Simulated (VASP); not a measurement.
Write the native input for VASP 6.6.1 that does the following.

```yaml
Task: single point
Functional: PBE
Dispersion: D3(BJ)
Potentials_or_basis: VASP PAW PBE potentials, release 64 (Ge_d)
Cutoff: 520 eV
k_mesh: 20 × 20 × 20
Occupations: gaussian, width 0.15 eV
Spin: no spin polarisation
Dipole_correction: no
Further_INCAR_settings: ALGO = Normal; EDIFF = 1e-07; NBANDS = 13
```

The structure of Ge lies in POSCAR:

```
Ge
1.0
    0.0000000000      2.0354097092      2.0354097092
    2.0354097092      0.0000000000      2.0354097092
    2.0354097092      2.0354097092      0.0000000000
Ge
1
Direct
    0.0000000000      0.0000000000      0.0000000000
```

This cell differs from its parent crystal: strain -0.030 along x and y, -0.030 along z.

One way to write it, as run:

INCAR

```
SYSTEM = Ge
PREC = Accurate ; ENCUT = 520
EDIFF = 1E-7 ; ISMEAR = 0
SIGMA = 0.15 ; LREAL = .FALSE.
LASPH = .TRUE. ; NELM = 60
ALGO = Normal ; ISIF = 2
LWAVE = .FALSE. ; LCHARG = .TRUE.
GGA = PE ; IVDW = 12
LELF = .TRUE. ; LVHAR = .TRUE.
NBANDS = 13
```

KPOINTS

```
Automatic mesh
0
G
  20 20 20
  0 0 0
```

Potentials or basis: VASP PAW PBE potentials, release 64 (Ge_d).

Command:

```sh
$ cat potpaw_PBE.64/Ge_d/POTCAR > POTCAR
$ mpirun -np 1 vasp_std > vasp.out
```

It gave:

```
Pressure                   : 9.0 GPa
Band gap on the k mesh     : zero (band 7 reaches 18.23 eV, above the bottom of band 8 at 5.42 eV)
Dispersion energy per atom : -0.393 eV
```

Caveat: the cell differs from its parent crystal (strain -0.030 along x and y, -0.030 along z); pairwise dispersion overbinds metals, which lowers pressure and volume.

Run time: 26 s on 1 thread of Intel Xeon 6975P-C, with other jobs on the host, peak memory 0.19 GiB.
